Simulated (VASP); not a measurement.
# GaN (scanat) (P6_3mc) in VASP: single point with r2SCAN

Aim: the single point of GaN (scanat) with r2SCAN.

Everything below comes from runs of VASP 6.6.1. Logs are shortened: lines on timing, memory, paths and dates and some standing lists are left out, and cuts for length are marked.

## (1) The cell of the first run

It takes space group P6_3mc (No. 186, hexagonal). Conventional cell: a = 3.183 Å, b = 3.183 Å, c = 5.186 Å, α = 90.00°, β = 90.00°, γ = 120.00°. Within 2.6 Å of Ga (site symmetry 3m) lie 4 N at 1.95 Å. Within 2.6 Å of N (site symmetry 3m) lie 4 Ga at 1.95 Å.

## (2) Single point, r2SCAN

Contents of POSCAR:

```
GaN
1.0
    3.1828215307      0.0000000000      0.0000000000
   -1.5914107653      2.7564043013      0.0000000000
    0.0000000000      0.0000000000      5.1856745335
Ga N
2 2
Direct
    0.3333333333      0.6666666667      0.0001943561
    0.6666666667      0.3333333333      0.5001943561
    0.3333333333      0.6666666667      0.3768056439
    0.6666666667      0.3333333333      0.8768056439
```

Contents of INCAR.step1:

```
SYSTEM = GaN
PREC = Accurate
ENCUT = 660
ISMEAR = 0
SIGMA = 0.02
LREAL = .FALSE.
LASPH = .TRUE.
NELM = 120
NBANDS = 26
GGA = PE
ALGO = Normal
EDIFF = 1E-5
LWAVE = .TRUE.
LCHARG = .FALSE.
GGA_COMPAT = .FALSE.
```

Contents of INCAR.step2:

```
SYSTEM = GaN
PREC = Accurate
ENCUT = 660
EDIFF = 1E-6
ISMEAR = 0
SIGMA = 0.02
LREAL = .FALSE.
LASPH = .TRUE.
NELM = 120
ALGO = Normal
ISIF = 2
LWAVE = .FALSE.
LCHARG = .TRUE.
METAGGA = R2SCAN
LMIXTAU = .TRUE.
LELF = .TRUE.
LVHAR = .TRUE.
NBANDS = 26
ISTART = 1
GGA_COMPAT = .FALSE.
```

Contents of KPOINTS:

```
Automatic mesh
0
G
  12 12 6
  0 0 0
```

Potentials or basis: VASP PAW PBE potentials, release 64 (Ga_d, N).

Run with:

```bash
$ cat potpaw_PBE.64/Ga_d/POTCAR potpaw_PBE.64/N/POTCAR > POTCAR
$ cp INCAR.step1 INCAR
$ mpirun -np 1 vasp_std > vasp.out
$ cp INCAR.step2 INCAR
$ mpirun -np 1 vasp_std > vasp.out
```

OUTCAR:

```text
SYSTEM = GaN
   PREC = Accurate
   ENCUT = 660
   EDIFF = 1E-6
   ISMEAR = 0
   LREAL = .FALSE.
   LASPH = .TRUE.
   NELM = 120
   ISIF = 2
   METAGGA = R2SCAN
   ISTART = 1

 ion  position               nearest neighbor table
   1  0.333  0.667  0.000-   4 1.95   4 1.95   4 1.95   3 1.95
   2  0.667  0.333  0.500-   3 1.95   3 1.95   3 1.95   4 1.95
   3  0.333  0.667  0.377-   2 1.95   2 1.95   2 1.95   1 1.95
   4  0.667  0.333  0.877-   1 1.95   1 1.95   1 1.95   2 1.95

  LATTYP: Found a hexagonal cell.
 ALAT       =     3.1828215307
 C/A-ratio  =     1.6292696538

  Lattice vectors:

 A1 = (   3.1828215307,   0.0000000000,   0.0000000000)
 A2 = (  -1.5914107653,   2.7564043013,   0.0000000000)
 A3 = (   0.0000000000,   0.0000000000,   5.1856745335)

Analysis of symmetry for initial positions (statically):
=====================================================================
 Subroutine PRICEL returns:
 Original cell was already a primitive cell.

 Routine SETGRP: Setting up the symmetry group for a
 hexagonal supercell.

 Subroutine GETGRP returns: Found 12 space group operations
 (whereof  6 operations were pure point group operations)
 out of a pool of 24 trial point group operations.

The static configuration has the point symmetry C_3v.
 The point group associated with its full space group is C_6v.

Analysis of symmetry for dynamics (positions and initial velocities):
=====================================================================
 Subroutine PRICEL returns:
 Original cell was already a primitive cell.

 Routine SETGRP: Setting up the symmetry group for a
 hexagonal supercell.

 Subroutine GETGRP returns: Found 12 space group operations
 (whereof  6 operations were pure point group operations)
 out of a pool of 24 trial point group operations.

The dynamic configuration has the point symmetry C_3v.
 The point group associated with its full space group is C_6v.

 Subroutine INISYM returns: Found 12 space group operations
 (whereof  6 operations are pure point group operations),
 and found     1 'primitive' translations

----------------------------------------------------------------------------------------

                                     Primitive cell

  volume of cell :      45.4947

  direct lattice vectors                    reciprocal lattice vectors
     3.182821531  0.000000000  0.000000000     0.314186639  0.181395741  0.000000000
    -1.591410765  2.756404301  0.000000000     0.000000000  0.362791481  0.000000000
     0.000000000  0.000000000  5.185674534     0.000000000  0.000000000  0.192838944

  length of vectors
[... 90 lines left out ...]
   IBRION =     -1    ionic relax: 0-MD 1-quasi-New 2-CG
   NFREE  =      0    steps in history (QN), initial steepest desc. (CG)
   ISIF   =      2    stress and relaxation
   ISYM   =      2    0-nonsym 1-usesym 2-fastsym
   POTIM  = 0.5000    time-step for ionic-motion
   TEBEG  =    0.0;   TEEND  =   0.0 temperature during run
   PSTRESS=    0.0 pullay stress
   NELECT =      36.0000    total number of electrons
   NUPDOWN=      -1.0000    fix difference up-down
   EMIN   =  10.00;   EMAX   =-10.00  energy-range for DOS
   EFERMI =   0.00;   METHOD = LEGACY
   ISMEAR =     0;   SIGMA  =   0.02  broadening in eV -4-tet -1-fermi 0-gaus
   EFERMI_NEDOS =   21; number of points for ismear=-14 and -15
   IALGO  =     38    algorithm
   IMIX   =      4    mixing-type and parameters
     AMIX     =   0.40;   BMIX     =  1.00
     AMIX_MAG =   1.60;   BMIX_MAG =  1.00
  volume/ion in A,a.u.               =      11.37        76.75
  Fermi-wavevector in a.u.,A,eV,Ry     =   1.514220  2.861460 31.196265  2.292861
  Thomas-Fermi vector in A             =   2.623906
   LORBIT       =      0    0 simple, 1 ext, 2 COOP (PROOUT), +10 PAW based schemes
   METAGGA = R2SCAN    functional components
   LHFCALC =     F    Hartree Fock is set to
   AEXX    =    0.0000 exact exchange contribution
   IVDW    =     0    specifies the selected vdW correction
   LEPSILON=     F    determine dielectric tensor
   LRPA    =     F    only Hartree local field effects (RPA)
 non-spin polarized calculation
 Gauss-broadening in eV      SIGMA  =   0.02
  energy-cutoff  :      660.00
  volume of cell :       45.49
 maximum number of plane-waves:      1774
 NGX is ok and might be reduce to    28
   NGX = 13   NGY = 13   NGZ = 21

 number of electron      36.0000004 magnetization

 Free energy of the ion-electron system (eV)
  ---------------------------------------------------
  ext. energy  EPLUGINS =         0.00000000
  ---------------------------------------------------
  free energy    TOTEN  =       -43.82219133 eV

  energy without entropy =      -43.82219133  energy(sigma->0) =      -43.82219133

 E-fermi :   5.2697     XC(G=0): -12.6623

 val. band max:        5.1005267457   @ k =   0.0000   0.0000   0.0000
 cond. band min:       7.4402313243   @ k =   0.0000   0.0000   0.0000
 fundamental gap:      2.3397045785
 Fermi energy:         5.2696892126

 k-point     1 :       0.0000    0.0000    0.0000
  band No.  band energies     occupation
      1     -11.7120      2.00000
      2     -10.7066      2.00000
      3      -8.7314      2.00000
      4      -8.7154      2.00000
      5      -8.7154      2.00000
      6      -8.6470      2.00000
[... 685 lines left out ...]
     25      17.2355      0.00000
     26      19.0791      0.00000

 [... further k-points ...]

------------------------ aborting loop because EDIFF is reached ----------------------------------------

  FORCE on cell =-STRESS in cart. coord.  units (eV):
  Direction    XX          YY          ZZ          XY          YZ          ZX
  --------------------------------------------------------------------------------------
  -------------------------------------------------------------------------------------
  Total        0.2947658      0.2947658      0.2742559      0.0000000      0.0000000      0.0000000
  in kB       10.3807134     10.3807134      9.6584188      0.0000000      0.0000000      0.0000000
  external PRESSURE =      10.1399485 kB  Pullay stress =       0.0000000 kB

 VOLUME and BASIS-vectors are now :
 -----------------------------------------------------------------------------
  energy-cutoff  :      660.00
  volume of cell :       45.49
      direct lattice vectors                 reciprocal lattice vectors
     3.182821531  0.000000000  0.000000000     0.314186639  0.181395741  0.000000000
    -1.591410765  2.756404301  0.000000000     0.000000000  0.362791481  0.000000000
     0.000000000  0.000000000  5.185674534     0.000000000  0.000000000  0.192838944

 POSITION                                       TOTAL-FORCE (eV/Angst)
 -----------------------------------------------------------------------------------
     -0.00000      1.83760      0.00101        -0.000000      0.000000      0.000961
      1.59141      0.91880      2.59385         0.000000      0.000000      0.000961
     -0.00000      1.83760      1.95399         0.000000      0.000000     -0.000961
      1.59141      0.91880      4.54683        -0.000000      0.000000     -0.000961
 -----------------------------------------------------------------------------------
    total drift:                                0.000001      0.000001      0.021734

  FREE ENERGIE OF THE ION-ELECTRON SYSTEM (eV)
  ---------------------------------------------------
  free  energy   TOTEN  =       -43.8221913328 eV

  energy  without entropy=      -43.8221913328  energy(sigma->0) =      -43.82219133
```

Wall time 10 min (1 thread of Intel Xeon 8259CL, shared host); peak memory 0.27 GiB.

Results:

- Free energy: -43.8222 eV
- Pressure: 1.0 GPa
- Band gap on the k mesh: 2.34 eV, direct

Caveat: the PAW data sets were made with another functional, which shifts forces and pressure a little.
